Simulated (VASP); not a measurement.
# Rb (Im-3m) in VASP: further runs

The runs below take Rb through single point, with PBE, LDA.

Everything below comes from runs of VASP 6.6.1. Logs are shortened: lines on timing, memory, paths and dates and some standing lists are left out, and cuts for length are marked.

### 1 The cell of the first run

The structure is cubic, space group Im-3m (No. 229). Conventional cell: a = 5.491 Å, b = 5.491 Å, c = 5.491 Å, α = 90.00°, β = 90.00°, γ = 90.00°.

### 2 Single point, PBE

File INCAR:

```
SYSTEM = Rb
PREC = Accurate
ENCUT = 520
EDIFF = 1E-7
ISMEAR = -1
SIGMA = 0.05
LREAL = .False.
LASPH = .True.
NELM = 60
ALGO = Normal
ISIF = 2
LWAVE = .False.
LCHARG = .False.
GGA = PE
NBANDS = 10
```

File KPOINTS:

```
Automatic mesh
0
Gamma
  7 7 7
  0 0 0
```

File POSCAR:

```
Rb
1.0
   -2.7452900697      2.7452900697      2.7452900697
    2.7452900697     -2.7452900697      2.7452900697
    2.7452900697      2.7452900697     -2.7452900697
Rb
1
Direct
    0.0000000000      0.0000000000      0.0000000000
```

Potentials or basis: VASP PAW PBE potentials, release 64 (Rb_sv).

On the command line:

```sh
$ cat potpaw_PBE.64/Rb_sv/POTCAR > POTCAR
$ mpirun -np 1 vasp_std > vasp.out
```

OUTCAR:

```text
SYSTEM = Rb
   PREC = Accurate
   ENCUT = 520
   EDIFF = 1E-7
   ISMEAR = -1
   LREAL = .False.
   LASPH = .True.
   NELM = 60
   ISIF = 2
   GGA = PE

 ion  position               nearest neighbor table
   1  0.000  0.000  0.000-

  LATTYP: Found a body centered cubic cell.
 ALAT       =     5.4905801394

  Lattice vectors:

 A1 = (  -2.7452900697,   2.7452900697,   2.7452900697)
 A2 = (   2.7452900697,  -2.7452900697,   2.7452900697)
 A3 = (   2.7452900697,   2.7452900697,  -2.7452900697)

Analysis of symmetry for initial positions (statically):
=====================================================================
 Subroutine PRICEL returns:
 Original cell was already a primitive cell.

 Routine SETGRP: Setting up the symmetry group for a
 body centered cubic supercell.

 Subroutine GETGRP returns: Found 48 space group operations
 (whereof 48 operations were pure point group operations)
 out of a pool of 48 trial point group operations.

The static configuration has the point symmetry O_h .

Analysis of symmetry for dynamics (positions and initial velocities):
=====================================================================
 Subroutine PRICEL returns:
 Original cell was already a primitive cell.

 Routine SETGRP: Setting up the symmetry group for a
 body centered cubic supercell.

 Subroutine GETGRP returns: Found 48 space group operations
 (whereof 48 operations were pure point group operations)
 out of a pool of 48 trial point group operations.

The dynamic configuration has the point symmetry O_h .

 Subroutine INISYM returns: Found 48 space group operations
 (whereof 48 operations are pure point group operations),
 and found     1 'primitive' translations

----------------------------------------------------------------------------------------

                                     Primitive cell

  volume of cell :      82.7608

  direct lattice vectors                    reciprocal lattice vectors
    -2.745290070  2.745290070  2.745290070     0.000000000  0.182130116  0.182130116
     2.745290070 -2.745290070  2.745290070     0.182130116  0.000000000  0.182130116
     2.745290070  2.745290070 -2.745290070     0.182130116  0.182130116  0.000000000

  length of vectors
     4.754981882  4.754981882  4.754981882     0.257570881  0.257570881  0.257570881

  position of ions in fractional coordinates (direct lattice)
     0.000000000  0.000000000  0.000000000

  ion indices of the primitive-cell ions
   primitive index   ion index
                 1           1

----------------------------------------------------------------------------------------

 KPOINTS: Automatic mesh

Automatic generation of k-mesh.
 Grid dimensions read from file:
 generate k-points for:    7    7    7

 Generating k-lattice:

  Cartesian coordinates                     Fractional coordinates (reciprocal lattice)
     0.000000000  0.026018588  0.026018588     0.142857143  0.000000000  0.000000000
     0.026018588  0.000000000  0.026018588     0.000000000  0.142857143  0.000000000
     0.026018588  0.026018588  0.000000000     0.000000000  0.000000000  0.142857143

  Length of vectors
     0.036795840  0.036795840  0.036795840

  Shift w.r.t. Gamma in fractional coordinates (k-lattice)
     0.000000000  0.000000000  0.000000000

 Subroutine IBZKPT returns following result:
 ===========================================

 Found     20 irreducible k-points:

 Following reciprocal coordinates:
            Coordinates               Weight
  0.000000  0.000000  0.000000      1.000000
  0.142857  0.000000  0.000000     12.000000
  0.285714  0.000000  0.000000     12.000000
  0.428571  0.000000  0.000000     12.000000
  0.142857  0.142857  0.000000     24.000000
  0.285714  0.142857 -0.000000     48.000000
[... 12 lines left out ...]
 -0.428571 -0.428571  0.285714      8.000000
 -0.428571  0.428571  0.428571      6.000000
   k-points           NKPTS =     20   k-points in BZ     NKDIM =     20   number of bands    NBANDS=     10
   number of dos      NEDOS =    301   number of ions     NIONS =      1
   total plane-waves  NPLWV =  46656
   dimension x,y,z NGX =    36 NGY =   36 NGZ =   36
   dimension x,y,z NGXF=    72 NGYF=   72 NGZF=   72
   ions per type =               1
   NGX,Y,Z   is equivalent  to a cutoff of  12.59, 12.59, 12.59 a.u.
   NGXF,Y,Z  is equivalent  to a cutoff of  25.17, 25.17, 25.17 a.u.
 SYSTEM =  Rb
   PREC   = accura    normal or accurate (medium, high low for compatibility)
   ISTART =      0    job   : 0-new  1-cont  2-samecut
   ICHARG =      2    charge: 1-file 2-atom 10-const
   ISPIN  =      1    spin polarized calculation?
   LNONCOLLINEAR =      F non collinear calculations
   LSORBIT =      F    spin-orbit coupling
   LASPH  =      T    aspherical Exc in radial PAW
   ENCUT  =  520.0 eV  38.22 Ry    6.18 a.u.   8.84  8.84  8.84*2*pi/ulx,y,z
   NELM   =     60;   NELMIN=  2; NELMDL= -5     # of ELM steps
   EDIFF  = 0.1E-06   stopping-criterion for ELM
   LREAL  =      F    real-space projection
   EDIFFG = 0.1E-05   stopping-criterion for IOM
   NSW    =      0    number of steps for IOM
   IBRION =     -1    ionic relax: 0-MD 1-quasi-New 2-CG
   NFREE  =      0    steps in history (QN), initial steepest desc. (CG)
   ISIF   =      2    stress and relaxation
   ISYM   =      2    0-nonsym 1-usesym 2-fastsym
   POTIM  = 0.5000    time-step for ionic-motion
   TEBEG  =    0.0;   TEEND  =   0.0 temperature during run
   PSTRESS=    0.0 pullay stress
   NELECT =       9.0000    total number of electrons
   NUPDOWN=      -1.0000    fix difference up-down
   EMIN   =  10.00;   EMAX   =-10.00  energy-range for DOS
   EFERMI =   0.00;   METHOD = LEGACY
   ISMEAR =    -1;   SIGMA  =   0.05  broadening in eV -4-tet -1-fermi 0-gaus
   EFERMI_NEDOS =   21; number of points for ismear=-14 and -15
   IALGO  =     38    algorithm
   IMIX   =      4    mixing-type and parameters
     AMIX     =   0.40;   BMIX     =  1.00
     AMIX_MAG =   1.60;   BMIX_MAG =  1.00
  volume/ion in A,a.u.               =      82.76       558.50
  Fermi-wavevector in a.u.,A,eV,Ry     =   0.781413  1.476657  8.307808  0.610607
  Thomas-Fermi vector in A             =   1.884926
   LORBIT       =      0    0 simple, 1 ext, 2 COOP (PROOUT), +10 PAW based schemes
   GGA     = PE    functional components
   LHFCALC =     F    Hartree Fock is set to
   AEXX    =    0.0000 exact exchange contribution
   IVDW    =     0    specifies the selected vdW correction
   LEPSILON=     F    determine dielectric tensor
   LRPA    =     F    only Hartree local field effects (RPA)
 non-spin polarized calculation
  energy-cutoff  :      520.00
  volume of cell :       82.76
 maximum number of plane-waves:      2256
   NGX = 17   NGY = 17   NGZ = 17

 number of electron       9.0000000 magnetization

 Free energy of the ion-electron system (eV)
  ---------------------------------------------------
  ext. energy  EPLUGINS =         0.00000000
  ---------------------------------------------------
  free energy    TOTEN  =        -0.93467972 eV

  energy without entropy =       -0.92693361  energy(sigma->0) =       -0.93080667

 E-fermi :   0.2299     XC(G=0):  -5.7002

 val. band max:        0.1834365763   @ k =  -0.2857   0.4286   0.1429
 cond. band min:       0.3386646902   @ k =  -0.4286   0.4286   0.1429
 fundamental gap:      0.1552281139
 Fermi energy:         0.2298570423

 k-point     1 :       0.0000    0.0000    0.0000
  band No.  band energies     occupation
      1     -28.6226      2.00000
      2     -12.6535      2.00000
      3     -12.6535      2.00000
      4     -12.6535      2.00000
      5      -1.8644      2.00000
      6       4.0018      0.00000
      7       4.0018      0.00000
      8       4.0018      0.00000
      9       5.0016      0.00000
     10       5.0016      0.00000

 k-point     2 :       0.1429    0.0000    0.0000
  band No.  band energies     occupation
      1     -28.6214      2.00000
      2     -12.6792      2.00000
      3     -12.6618      2.00000
      4     -12.6536      2.00000
      5      -1.6040      2.00000
      6       3.5585      0.00000
      7       3.6834      0.00000
      8       4.2501      0.00000
      9       4.7196      0.00000
     10       4.9275      0.00000

 k-point     3 :       0.2857    0.0000    0.0000
  band No.  band energies     occupation
      1     -28.6186      2.00000
      2     -12.7356      2.00000
      3     -12.6802      2.00000
      4     -12.6537      2.00000
      5      -0.8797      2.00000
      6       2.4713      0.00000
      7       3.1780      0.00000
      8       4.8651      0.00000
      9       4.9586      0.00000
     10       4.9717      0.00000

 k-point     4 :       0.4286    0.0000    0.0000
  band No.  band energies     occupation
      1     -28.6163      2.00000
      2     -12.7796      2.00000
      3     -12.6949      2.00000
      4     -12.6538      2.00000
      5       0.1166      1.81184
      6       1.4193      0.00000
      7       2.8748      0.00000
      8       4.7577      0.00000
      9       5.3304      0.00000
     10       6.0936      0.00000
[... 170 lines left out ...]
 k-point    18 :      -0.4286    0.4286    0.2857
  band No.  band energies     occupation
      1     -28.6131      2.00000
      2     -12.7577      2.00000
      3     -12.7255      2.00000
      4     -12.7122      2.00000
      5       0.8484      0.00001
      6       1.6432      0.00000
      7       3.0616      0.00000
      8       3.3721      0.00000
      9       4.3262      0.00000
     10       6.0170      0.00000

 k-point    19 :      -0.4286   -0.4286    0.2857
  band No.  band energies     occupation
      1     -28.6122      2.00000
      2     -12.7493      2.00000
      3     -12.7493      2.00000
      4     -12.7161      2.00000
      5       1.3998      0.00000
      6       1.3998      0.00000
      7       2.5743      0.00000
      8       4.0418      0.00000
      9       4.0418      0.00000
     10       5.8235      0.00000

 k-point    20 :      -0.4286    0.4286    0.4286
  band No.  band energies     occupation
      1     -28.6113      2.00000
      2     -12.7469      2.00000
      3     -12.7424      2.00000
      4     -12.7424      2.00000
      5       1.2870      0.00000
      6       1.5181      0.00000
      7       3.5312      0.00000
      8       3.6542      0.00000
      9       3.6542      0.00000
     10       6.1338      0.00000

------------------------ aborting loop because EDIFF is reached ----------------------------------------

  FORCE on cell =-STRESS in cart. coord.  units (eV):
  Direction    XX          YY          ZZ          XY          YZ          ZX
  --------------------------------------------------------------------------------------
  -------------------------------------------------------------------------------------
  Total        0.1600059      0.1600059      0.1600059      0.0000000     -0.0000000      0.0000000
  in kB        3.0975754      3.0975754      3.0975754      0.0000000     -0.0000000      0.0000000
  external PRESSURE =       3.0975754 kB  Pullay stress =       0.0000000 kB

 VOLUME and BASIS-vectors are now :
 -----------------------------------------------------------------------------
  energy-cutoff  :      520.00
  volume of cell :       82.76
      direct lattice vectors                 reciprocal lattice vectors
    -2.745290070  2.745290070  2.745290070     0.000000000  0.182130116  0.182130116
     2.745290070 -2.745290070  2.745290070     0.182130116  0.000000000  0.182130116
     2.745290070  2.745290070 -2.745290070     0.182130116  0.182130116  0.000000000

 POSITION                                       TOTAL-FORCE (eV/Angst)
 -----------------------------------------------------------------------------------
      0.00000      0.00000      0.00000         0.000000     -0.000000      0.000000
 -----------------------------------------------------------------------------------
    total drift:                               -0.000000      0.000000      0.000000

  FREE ENERGIE OF THE ION-ELECTRON SYSTEM (eV)
  ---------------------------------------------------
  free  energy   TOTEN  =        -0.9346797245 eV

  energy  without entropy=       -0.9269336074  energy(sigma->0) =       -0.93080667
```

It took 13 s on 1 thread of Intel Xeon Platinum 8375C at 2.90GHz (Ice Lake), shared host; peak memory 0.2 GiB.

What came out:

```
Free energy : -0.9347 eV
Pressure    : 0.3 GPa
```

### 3 Single point, LDA

This run uses another cell than the first one, of 86.28 Å³/atom, 1.043 times its volume.

File INCAR:

```
SYSTEM = Rb
PREC = Accurate
ENCUT = 520
EDIFF = 1E-6
ISMEAR = -1
SIGMA = 0.05
LREAL = .FALSE.
LASPH = .TRUE.
NELM = 60
ALGO = Normal
ISIF = 2
LWAVE = .FALSE.
LCHARG = .FALSE.
NBANDS = 10
```

File KPOINTS:

```
regular mesh
0
G
  7 7 7
  0 0 0
```

File POSCAR:

```
Rb
1.0
   -2.7836907084      2.7836907084      2.7836907084
    2.7836907084     -2.7836907084      2.7836907084
    2.7836907084      2.7836907084     -2.7836907084
Rb
1
Direct
    0.0000000000      0.0000000000      0.0000000000
```

Potentials or basis: VASP PAW LDA potentials, release 64 (Rb_sv).

On the command line:

```sh
$ cat potpaw_LDA.64/Rb_sv/POTCAR > POTCAR
$ mpirun -np 1 vasp_std > vasp.out
```

OUTCAR:

```text
SYSTEM = Rb
   PREC = Accurate
   ENCUT = 520
   EDIFF = 1E-6
   ISMEAR = -1
   LREAL = .FALSE.
   LASPH = .TRUE.
   NELM = 60
   ISIF = 2

 ion  position               nearest neighbor table
   1  0.000  0.000  0.000-

  LATTYP: Found a body centered cubic cell.
 ALAT       =     5.5673814168

  Lattice vectors:

 A1 = (  -2.7836907084,   2.7836907084,   2.7836907084)
 A2 = (   2.7836907084,  -2.7836907084,   2.7836907084)
 A3 = (   2.7836907084,   2.7836907084,  -2.7836907084)

Analysis of symmetry for initial positions (statically):
=====================================================================
 Subroutine PRICEL returns:
 Original cell was already a primitive cell.

 Routine SETGRP: Setting up the symmetry group for a
 body centered cubic supercell.

 Subroutine GETGRP returns: Found 48 space group operations
 (whereof 48 operations were pure point group operations)
 out of a pool of 48 trial point group operations.

The static configuration has the point symmetry O_h .

[... 155 lines left out ...]
 cond. band min:       0.0060356804   @ k =  -0.4286   0.4286   0.1429
 fundamental gap:      0.1480204896
 Fermi energy:        -0.0985814965

 k-point     1 :       0.0000    0.0000    0.0000
  band No.  band energies     occupation
      1     -28.8599      2.00000
      2     -12.9543      2.00000
      3     -12.9543      2.00000
      4     -12.9543      2.00000
      5      -2.1466      2.00000
      6       3.5347      0.00000
      7       3.5347      0.00000
      8       3.5347      0.00000
      9       4.5462      0.00000
     10       4.5462      0.00000
[... 235 lines left out ...]
 k-point    20 :      -0.4286    0.4286    0.4286
  band No.  band energies     occupation
      1     -28.8503      2.00000
      2     -13.0386      2.00000
      3     -13.0347      2.00000
      4     -13.0347      2.00000
      5       1.0034      0.00000
      6       1.2414      0.00000
      7       3.0479      0.00000
      8       3.2100      0.00000
      9       3.2100      0.00000
     10       5.3954      0.00000

------------------------ aborting loop because EDIFF is reached ----------------------------------------

  FORCE on cell =-STRESS in cart. coord.  units (eV):
  Direction    XX          YY          ZZ          XY          YZ          ZX
  --------------------------------------------------------------------------------------
  -------------------------------------------------------------------------------------
  Total       -0.1715724     -0.1715724     -0.1715724     -0.0000000      0.0000000      0.0000000
  in kB       -3.1859222     -3.1859222     -3.1859222     -0.0000000      0.0000000      0.0000000
  external PRESSURE =      -3.1859222 kB  Pullay stress =       0.0000000 kB

 VOLUME and BASIS-vectors are now :
 -----------------------------------------------------------------------------
  energy-cutoff  :      520.00
  volume of cell :       86.28
      direct lattice vectors                 reciprocal lattice vectors
    -2.783690708  2.783690708  2.783690708     0.000000000  0.179617656  0.179617656
     2.783690708 -2.783690708  2.783690708     0.179617656  0.000000000  0.179617656
     2.783690708  2.783690708 -2.783690708     0.179617656  0.179617656  0.000000000

 POSITION                                       TOTAL-FORCE (eV/Angst)
 -----------------------------------------------------------------------------------
      0.00000      0.00000      0.00000        -0.000000      0.000000      0.000000
 -----------------------------------------------------------------------------------
    total drift:                               -0.000000      0.000000      0.000000

  FREE ENERGIE OF THE ION-ELECTRON SYSTEM (eV)
  ---------------------------------------------------
  free  energy   TOTEN  =        -1.0569191366 eV

  energy  without entropy=       -1.0490177199  energy(sigma->0) =       -1.05296843
```

OSZICAR:

```text
N       E                     dE             d eps       ncg     rms          rms(c)
DAV:   1     0.387345114717E+02    0.38735E+02   -0.33268E+03   400   0.661E+02
DAV:   2     0.124684939301E+01   -0.37488E+02   -0.37079E+02   438   0.130E+02
DAV:   3    -0.954228794389E+00   -0.22011E+01   -0.21928E+01   566   0.295E+01
DAV:   4    -0.105599504660E+01   -0.10177E+00   -0.10164E+00   552   0.503E+00
DAV:   5    -0.105784870557E+01   -0.18537E-02   -0.18533E-02   566   0.615E-01    0.128E+00
DAV:   6    -0.105699983571E+01    0.84887E-03   -0.19793E-03   552   0.243E-01    0.770E-01
DAV:   7    -0.105688395129E+01    0.11588E-03   -0.29543E-03   546   0.284E-01    0.487E-02
DAV:   8    -0.105691492686E+01   -0.30976E-04   -0.15253E-04   462   0.969E-02    0.965E-03
DAV:   9    -0.105691894700E+01   -0.40201E-05   -0.96505E-06   554   0.188E-02    0.586E-03
DAV:  10    -0.105691913661E+01   -0.18961E-06   -0.18317E-06   402   0.705E-03
   1 F= -.10569191E+01 E0= -.10529684E+01  d E =-.790142E-02
```

stdout:

```text
POSCAR found type information on POSCAR Rb
 POSCAR found :  1 types and       1 ions
 scaLAPACK will be used
 LDA part: xc-table for (Slater(with rela. corr.)+CA(PZ))
 , standard interpolation
 POSCAR, INCAR and KPOINTS ok, starting setup
 FFT: planning ... GRIDC
 FFT: planning ... GRID_SOFT
 FFT: planning ... GRID
 WAVECAR not read
 entering main loop
```

Wall time 11 s (1 thread of Intel Xeon Platinum 8375C at 2.90GHz (Ice Lake), shared host); peak memory 0.16 GiB.

What came out:

| Quantity | Value |
| --- | --- |
| Free energy | -1.0569 eV |
| Pressure | -0.3 GPa |

Levels at points of the mesh, in eV from the Fermi level:
| k point | band 2 | band 3 | band 4 | band 5 | band 6 | band 7 | band 8 | band 9 |
| --- | --- | --- | --- | --- | --- | --- | --- | --- |
| (0.00, 0.00, 0.00) | -12.86 | -12.86 | -12.86 | -2.05 | 3.63 | 3.63 | 3.63 | 4.64 |

### 4 Single point, PBE

This run uses another cell than the first one, of 84.52 Å³/atom, 1.021 times its volume.

File INCAR:

```
PREC = Accurate ; ENCUT = 520
EDIFF = 1E-6 ; ISMEAR = -1
SIGMA = 0.05 ; LREAL = F
LASPH = T ; NELM = 100
ALGO = Normal ; ISIF = 2
LWAVE = F ; LCHARG = F
GGA = PE ; NBANDS = 10
```

File KPOINTS:

```
regular mesh
0
Gamma
  7 7 7
```

File POSCAR:

```
Rb
1.0
   -2.7646237353      2.7646237353      2.7646237353
    2.7646237353     -2.7646237353      2.7646237353
    2.7646237353      2.7646237353     -2.7646237353
Rb
1
Direct
    0.0000000000      0.0000000000      0.0000000000
```

Potentials or basis: VASP PAW PBE potentials, release 64 (Rb_sv).

On the command line:

```sh
$ cat potpaw_PBE.64/Rb_sv/POTCAR > POTCAR
$ mpirun -np 1 vasp_std > vasp.out
```

Wall time 13 s (1 thread of Intel Xeon Platinum 8375C at 2.90GHz (Ice Lake), shared host); peak memory 0.19 GiB.

It converged, with:

```yaml
Free_energy: -0.9377 eV
Pressure: 0.2 GPa
```

Levels at points of the mesh, in eV from the Fermi level:
| k point | band 1 | band 2 | band 3 | band 4 | band 5 | band 6 | band 7 | band 8 | band 9 | band 10 |
| --- | --- | --- | --- | --- | --- | --- | --- | --- | --- | --- |
| (0.00, 0.00, 0.00) | -28.86 | -12.89 | -12.89 | -12.89 | -2.06 | 3.75 | 3.75 | 3.75 | 4.74 | 4.74 |

### 5 Summary

```tsv
level	potentials or basis	cell	gap on the mesh (eV)	pressure (GPa)
PBE	VASP PAW PBE potentials, release 64 (Rb_sv)	a = 4.755 Å, angles 109.5°, 1 atom	none	0.3
LDA	VASP PAW LDA potentials, release 64 (Rb_sv)	a = 4.821 Å, angles 109.5°, 1 atom	none	-0.3
PBE	VASP PAW PBE potentials, release 64 (Rb_sv)	a = 4.788 Å, angles 109.5°, 1 atom	none	0.2
```

Alike in all rows: task single point; no spin polarisation; k mesh 7 × 7 × 7; cutoff (eV) 520; smearing fermi-dirac 0.05 eV.

Absolute energies hang on the potentials; compare differences alone.
